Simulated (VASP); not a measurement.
# Au (Im-3m) in VASP: a series of runs

The runs below take Au through single point, relaxation of cell and atoms, with PBE.

Program: VASP 6.6.1. These are calculated values, not measurements. Logs are shortened: lines on timing, memory, paths and dates and some standing lists are left out, and cuts for length are marked.

## 1. The cell of the first run

Symmetry: Im-3m, No. 229, cubic system. Conventional cell: a = 3.309 Å, b = 3.309 Å, c = 3.309 Å, α = 90.00°, β = 90.00°, γ = 90.00°. Au (site symmetry m-3m) has 14 Au at 2.87 to 3.31 Å within 3.8 Å.

## 2. Single point, PBE

INCAR reads:

```
ALGO = Normal ; EDIFF = 1E-7
ENCUT = 520 ; GGA = PE
ISIF = 2 ; ISMEAR = 0
LASPH = T ; LCHARG = T
LELF = T ; LREAL = F
LVHAR = T ; LWAVE = F
NBANDS = 12 ; NELM = 100
PREC = Accurate ; SIGMA = 0.1
```

KPOINTS reads:

```
k-points
0
Gamma
  18 18 18
```

POSCAR reads:

```
Au
1.0
   -1.6547289916      1.6547289916      1.6547289916
    1.6547289916     -1.6547289916      1.6547289916
    1.6547289916      1.6547289916     -1.6547289916
Au
1
Direct
    0.0000000000      0.0000000000      0.0000000000
```

Potentials or basis: VASP PAW PBE potentials, release 64 (Au).

Launch:

```sh
> cat potpaw_PBE.64/Au/POTCAR > POTCAR
> mpirun -np 1 vasp_std > vasp.out
```

OUTCAR:

```text
EDIFF = 1E-7
   ENCUT = 520
   GGA = PE
   ISIF = 2
   ISMEAR = 0
   LASPH = T
   LREAL = F
   NELM = 100
   PREC = Accurate

 ion  position               nearest neighbor table
   1  0.000  0.000  0.000-

  LATTYP: Found a body centered cubic cell.
 ALAT       =     3.3094579832

  Lattice vectors:

 A1 = (  -1.6547289916,   1.6547289916,   1.6547289916)
 A2 = (   1.6547289916,  -1.6547289916,   1.6547289916)
 A3 = (   1.6547289916,   1.6547289916,  -1.6547289916)

Analysis of symmetry for initial positions (statically):
=====================================================================
 Subroutine PRICEL returns:
 Original cell was already a primitive cell.

 Routine SETGRP: Setting up the symmetry group for a
 body centered cubic supercell.

 Subroutine GETGRP returns: Found 48 space group operations
 (whereof 48 operations were pure point group operations)
 out of a pool of 48 trial point group operations.

The static configuration has the point symmetry O_h .

Analysis of symmetry for dynamics (positions and initial velocities):
=====================================================================
 Subroutine PRICEL returns:
 Original cell was already a primitive cell.

 Routine SETGRP: Setting up the symmetry group for a
 body centered cubic supercell.

 Subroutine GETGRP returns: Found 48 space group operations
 (whereof 48 operations were pure point group operations)
 out of a pool of 48 trial point group operations.

The dynamic configuration has the point symmetry O_h .

 Subroutine INISYM returns: Found 48 space group operations
 (whereof 48 operations are pure point group operations),
 and found     1 'primitive' translations

----------------------------------------------------------------------------------------

                                     Primitive cell

  volume of cell :      18.1234

  direct lattice vectors                    reciprocal lattice vectors
    -1.654728992  1.654728992  1.654728992     0.000000000  0.302164283  0.302164283
     1.654728992 -1.654728992  1.654728992     0.302164283  0.000000000  0.302164283
     1.654728992  1.654728992 -1.654728992     0.302164283  0.302164283  0.000000000

  length of vectors
     2.866074686  2.866074686  2.866074686     0.427324828  0.427324828  0.427324828

  position of ions in fractional coordinates (direct lattice)
     0.000000000  0.000000000  0.000000000

  ion indices of the primitive-cell ions
   primitive index   ion index
                 1           1

----------------------------------------------------------------------------------------

 KPOINTS: k-points

Automatic generation of k-mesh.
 Grid dimensions read from file:
 generate k-points for:   18   18   18

 Generating k-lattice:

  Cartesian coordinates                     Fractional coordinates (reciprocal lattice)
     0.000000000  0.016786905  0.016786905     0.055555556  0.000000000  0.000000000
     0.016786905  0.000000000  0.016786905     0.000000000  0.055555556  0.000000000
     0.016786905  0.016786905  0.000000000     0.000000000  0.000000000  0.055555556

  Length of vectors
     0.023740268  0.023740268  0.023740268

  Shift w.r.t. Gamma in fractional coordinates (k-lattice)
     0.000000000  0.000000000  0.000000000

 Subroutine IBZKPT returns following result:
 ===========================================

 Found    195 irreducible k-points:

 Following reciprocal coordinates:
            Coordinates               Weight
  0.000000  0.000000  0.000000      1.000000
  0.055556  0.000000  0.000000     12.000000
  0.111111  0.000000  0.000000     12.000000
  0.166667  0.000000  0.000000     12.000000
  0.222222  0.000000  0.000000     12.000000
  0.277778  0.000000  0.000000     12.000000
[... 16 lines left out ...]
  0.333333  0.111111  0.000000     48.000000
  0.388889  0.111111  0.000000     48.000000
 [... further k-points ...]
   k-points           NKPTS =    195   k-points in BZ     NKDIM =    195   number of bands    NBANDS=     12
   number of dos      NEDOS =    301   number of ions     NIONS =      1
   total plane-waves  NPLWV =  13824
   dimension x,y,z NGX =    24 NGY =   24 NGZ =   24
   dimension x,y,z NGXF=    48 NGYF=   48 NGZF=   48
   ions per type =               1
   NGX,Y,Z   is equivalent  to a cutoff of  13.92, 13.92, 13.92 a.u.
   NGXF,Y,Z  is equivalent  to a cutoff of  27.84, 27.84, 27.84 a.u.
 SYSTEM =  unknown system
   PREC   = accura    normal or accurate (medium, high low for compatibility)
   ISTART =      0    job   : 0-new  1-cont  2-samecut
   ICHARG =      2    charge: 1-file 2-atom 10-const
   ISPIN  =      1    spin polarized calculation?
   LNONCOLLINEAR =      F non collinear calculations
   LSORBIT =      F    spin-orbit coupling
   LASPH  =      T    aspherical Exc in radial PAW
   ENCUT  =  520.0 eV  38.22 Ry    6.18 a.u.   5.33  5.33  5.33*2*pi/ulx,y,z
   NELM   =    100;   NELMIN=  2; NELMDL= -5     # of ELM steps
   EDIFF  = 0.1E-06   stopping-criterion for ELM
   LREAL  =      F    real-space projection
   EDIFFG = 0.1E-05   stopping-criterion for IOM
   NSW    =      0    number of steps for IOM
   IBRION =     -1    ionic relax: 0-MD 1-quasi-New 2-CG
   NFREE  =      0    steps in history (QN), initial steepest desc. (CG)
   ISIF   =      2    stress and relaxation
   ISYM   =      2    0-nonsym 1-usesym 2-fastsym
   POTIM  = 0.5000    time-step for ionic-motion
   TEBEG  =    0.0;   TEEND  =   0.0 temperature during run
   PSTRESS=    0.0 pullay stress
   NELECT =      11.0000    total number of electrons
   NUPDOWN=      -1.0000    fix difference up-down
   EMIN   =  10.00;   EMAX   =-10.00  energy-range for DOS
   EFERMI =   0.00;   METHOD = LEGACY
   ISMEAR =     0;   SIGMA  =   0.10  broadening in eV -4-tet -1-fermi 0-gaus
   EFERMI_NEDOS =   21; number of points for ismear=-14 and -15
   IALGO  =     38    algorithm
   IMIX   =      4    mixing-type and parameters
     AMIX     =   0.40;   BMIX     =  1.00
     AMIX_MAG =   1.60;   BMIX_MAG =  1.00
  volume/ion in A,a.u.               =      18.12       122.30
  Fermi-wavevector in a.u.,A,eV,Ry     =   1.386092  2.619335 26.140223  1.921252
  Thomas-Fermi vector in A             =   2.510441
   LORBIT       =      0    0 simple, 1 ext, 2 COOP (PROOUT), +10 PAW based schemes
   GGA     = PE    functional components
   LHFCALC =     F    Hartree Fock is set to
   AEXX    =    0.0000 exact exchange contribution
   IVDW    =     0    specifies the selected vdW correction
   LEPSILON=     F    determine dielectric tensor
   LRPA    =     F    only Hartree local field effects (RPA)
 non-spin polarized calculation
 Gauss-broadening in eV      SIGMA  =   0.10
  energy-cutoff  :      520.00
  volume of cell :       18.12
 maximum number of plane-waves:       498
 NGX is ok and might be reduce to    24
   NGX = 11   NGY = 11   NGZ = 11

 number of electron      10.9999998 magnetization

 Free energy of the ion-electron system (eV)
  ---------------------------------------------------
  ext. energy  EPLUGINS =         0.00000000
  ---------------------------------------------------
  free energy    TOTEN  =        -3.20081739 eV

  energy without entropy =       -3.19988272  energy(sigma->0) =       -3.20035005

 E-fermi :   8.5477     XC(G=0): -12.3540

 val. band max:        8.5154838230   @ k =   0.5000   0.5000   0.0556
 cond. band min:       8.6217166126   @ k =  -0.3333   0.3333   0.3333
 fundamental gap:      0.1062327896
 Fermi energy:         8.5477221551

 k-point     1 :       0.0000    0.0000    0.0000
  band No.  band energies     occupation
      1      -0.7305      2.00000
      2       3.9330      2.00000
      3       3.9330      2.00000
      4       3.9330      2.00000
      5       5.6839      2.00000
      6       5.6839      2.00000
      7      24.9852      0.00000
      8      24.9852      0.00000
      9      24.9852      0.00000
     10      31.7210      0.00000
     11      31.7210      0.00000
     12      31.7210      0.00000

 k-point     2 :       0.0556    0.0000    0.0000
  band No.  band energies     occupation
      1      -0.6224      2.00000
      2       3.9001      2.00000
      3       3.9364      2.00000
      4       4.0065      2.00000
      5       5.6444      2.00000
      6       5.6861      2.00000
      7      24.9508      0.00000
      8      25.0088      0.00000
      9      25.1176      0.00000
     10      30.5252      0.00000
     11      30.5255      0.00000
     12      31.3164      0.00000

 k-point     3 :       0.1111    0.0000    0.0000
  band No.  band energies     occupation
      1      -0.3060      2.00000
      2       3.8069      2.00000
      3       3.9441      2.00000
      4       4.2232      2.00000
      5       5.5473      2.00000
      6       5.6935      2.00000
      7      24.6248      0.00000
      8      24.9687      0.00000
      9      25.5033      0.00000
     10      28.8393      0.00000
     11      29.3333      0.00000
     12      30.2438      0.00000

 k-point     4 :       0.1667    0.0000    0.0000
  band No.  band energies     occupation
      1       0.1895      2.00000
      2       3.6677      2.00000
      3       3.9571      2.00000
      4       4.5706      2.00000
      5       5.4459      2.00000
      6       5.7079      2.00000
      7      23.4016      0.00000
      8      24.5750      0.00000
      9      26.1077      0.00000
     10      27.9488      0.00000
     11      28.7802      0.00000
     12      28.8992      0.00000

 k-point     5 :       0.2222    0.0000    0.0000
  band No.  band energies     occupation
      1       0.7931      2.00000
      2       3.5023      2.00000
      3       4.0208      2.00000
      4       5.0259      2.00000
      5       5.3944      2.00000
      6       5.7302      2.00000
      7      21.3429      0.00000
      8      23.7706      0.00000
      9      26.8741      0.00000
     10      27.1658      0.00000
     11      27.9259      0.00000
     12      29.3252      0.00000

 k-point     6 :       0.2778    0.0000    0.0000
  band No.  band energies     occupation
      1       1.3534      2.00000
      2       3.3324      2.00000
      3       4.2831      2.00000
      4       5.4151      2.00000
      5       5.5530      2.00000
      6       5.7601      2.00000
      7      19.0200      0.00000
      8      22.8441      0.00000
      9      25.5756      0.00000
     10      27.7237      0.00000
     11      28.2319      0.00000
     12      30.3381      0.00000

 k-point     7 :       0.3333    0.0000    0.0000
  band No.  band energies     occupation
      1       1.6850      2.00000
      2       3.1780      2.00000
      3       4.9138      2.00000
      4       5.5230      2.00000
      5       5.7941      2.00000
      6       6.0989      2.00000
      7      16.7013      0.00000
      8      22.0102      0.00000
      9      24.1452      0.00000
     10      28.5564      0.00000
     11      28.6194      0.00000
     12      31.7269      0.00000

 k-point     8 :       0.3889    0.0000    0.0000
  band No.  band energies     occupation
      1       1.7840      2.00000
      2       3.0556      2.00000
      3       5.4236      2.00000
      4       5.8263      2.00000
      5       6.1753      2.00000
      6       6.5903      2.00000
      7      14.5163      0.00000
      8      21.3681      0.00000
      9      22.9960      0.00000
     10      28.9990      0.00000
     11      29.2601      0.00000
     12      31.9292      0.00000
[... 166 lines left out ...]
 k-point    20 :       0.1667    0.1111    0.0000
  band No.  band energies     occupation
      1       1.0692      2.00000
      2       3.5560      2.00000
      3       3.7630      2.00000
      4       5.3033      2.00000
      5       5.3752      2.00000
      6       5.8045      2.00000
      7      21.3592      0.00000
      8      22.7818      0.00000
      9      25.0856      0.00000
     10      26.5602      0.00000
     11      29.5168      0.00000
     12      30.8079      0.00000

 k-point    21 :       0.2222    0.1111    0.0000
  band No.  band energies     occupation
      1       1.6286      2.00000
      2       3.3928      2.00000
      3       3.9085      2.00000
      4       5.3204      2.00000
      5       5.8032      2.00000
      6       6.0519      2.00000
      7      19.0406      0.00000
      8      21.9528      0.00000
      9      24.0313      0.00000
     10      27.2581      0.00000
     11      30.2321      0.00000
     12      31.0038      0.00000

 k-point    22 :       0.2778    0.1111    0.0000
  band No.  band energies     occupation
      1       1.9556      2.00000
      2       3.2431      2.00000
      3       4.3501      2.00000
      4       5.4063      2.00000
      5       5.8711      2.00000
      6       6.7698      2.00000
      7      16.7512      0.00000
      8      21.1663      0.00000
      9      23.0573      0.00000
     10      27.9953      0.00000
     11      30.6866      0.00000
     12      31.2737      0.00000

 k-point    23 :       0.3333    0.1111    0.0000
  band No.  band energies     occupation
      1       2.0389      2.00000
      2       3.1275      2.00000
      3       4.9308      2.00000
      4       5.5256      2.00000
      5       5.9984      2.00000
      6       7.6332      2.00000
      7      14.5948      0.00000
      8      20.5042      0.00000
      9      22.2646      0.00000
     10      28.6640      0.00000
     11      30.9302      0.00000
     12      31.2707      0.00000

 k-point    24 :       0.3889    0.1111    0.0000
  band No.  band energies     occupation
      1       2.0271      2.00000
      2       3.0553      2.00000
      3       5.2978      2.00000
      4       5.5647      2.00000
      5       6.2868      2.00000
      6       8.6699      0.08398
      7      12.6969      0.00000
      8      20.0474      0.00000
      9      21.7542      0.00000
     10      29.1712      0.00000
     11      30.9893      0.00000
     12      31.1022      0.00000

 [... further k-points ...]
[... 5 lines left out ...]
  --------------------------------------------------------------------------------------
  -------------------------------------------------------------------------------------
  Total       -0.1385057     -0.1385057     -0.1385057      0.0000000     -0.0000000      0.0000000
  in kB      -12.2444025    -12.2444025    -12.2444025      0.0000000     -0.0000000      0.0000000
  external PRESSURE =     -12.2444025 kB  Pullay stress =       0.0000000 kB

 VOLUME and BASIS-vectors are now :
 -----------------------------------------------------------------------------
  energy-cutoff  :      520.00
  volume of cell :       18.12
      direct lattice vectors                 reciprocal lattice vectors
    -1.654728992  1.654728992  1.654728992     0.000000000  0.302164283  0.302164283
     1.654728992 -1.654728992  1.654728992     0.302164283  0.000000000  0.302164283
     1.654728992  1.654728992 -1.654728992     0.302164283  0.302164283  0.000000000

 POSITION                                       TOTAL-FORCE (eV/Angst)
 -----------------------------------------------------------------------------------
      0.00000      0.00000      0.00000        -0.000000      0.000000     -0.000000
 -----------------------------------------------------------------------------------
    total drift:                                0.000000      0.000000      0.000000

  FREE ENERGIE OF THE ION-ELECTRON SYSTEM (eV)
  ---------------------------------------------------
  free  energy   TOTEN  =        -3.2008173874 eV

  energy  without entropy=       -3.1998827220  energy(sigma->0) =       -3.20035005
```

Run time: 16 s. Hardware: 1 thread of Intel Xeon Platinum 8559C (Emerald Rapids), shared host; peak memory 0.16 GiB.

Results:

- Free energy: -3.2008 eV
- Pressure: -1.2 GPa

Caveat: spin-orbit coupling is left out, which moves the levels of the heavy elements.

## 3. Single point, PBE

This run uses another cell than the first one, of 14.73 Å³/atom, 0.813 times its volume.

INCAR reads:

```
PREC = Accurate
ENCUT = 520
EDIFF = 1E-7
ISMEAR = 0
SIGMA = 0.1
LREAL = False
LASPH = True
NELM = 100
ALGO = Fast
ISIF = 2
LWAVE = False
LCHARG = False
GGA = PE
NBANDS = 12
```

KPOINTS reads:

```
regular mesh
0
Gamma
  20 20 20
```

POSCAR reads:

```
Au
1.0
   -1.5442801608      1.5442801608      1.5442801608
    1.5442801608     -1.5442801608      1.5442801608
    1.5442801608      1.5442801608     -1.5442801608
Au
1
Direct
    0.0000000000      0.0000000000      0.0000000000
```

Potentials or basis: VASP PAW PBE potentials, release 64 (Au).

Launch:

```sh
> cat potpaw_PBE.64/Au/POTCAR > POTCAR
> mpirun -np 1 vasp_std > vasp.out
```

It took 24 s on 1 thread of Intel Xeon Platinum 8559C (Emerald Rapids), shared host; peak memory 0.16 GiB.

Results (log left out):

- Free energy: -2.7975 eV
- Pressure: 49.5 GPa

Levels at points of the mesh, in eV from the Fermi level:
| k point | band 2 | band 3 | band 4 | band 5 | band 6 | band 7 | band 8 | band 9 | band 10 | band 11 |
| --- | --- | --- | --- | --- | --- | --- | --- | --- | --- | --- |
| (0.00, 0.00, 0.00) | -5.78 | -5.78 | -5.78 | -3.35 | -3.35 | 16.41 | 16.41 | 16.41 | 26.71 | 26.71 |
| (0.50, 0.00, 0.00) | -7.18 | -3.50 | -3.05 | -1.30 | -1.30 | 4.55 | 12.35 | 15.01 | 23.66 | 24.21 |
| (0.50, 0.50, 0.50) | -8.34 | -1.81 | -1.81 | -1.81 | 6.46 | 6.46 | 6.46 | 11.66 | 17.81 | 17.81 |

Caveat: spin-orbit coupling is left out, which moves the levels of the heavy elements.

[end of part 1 of 2]
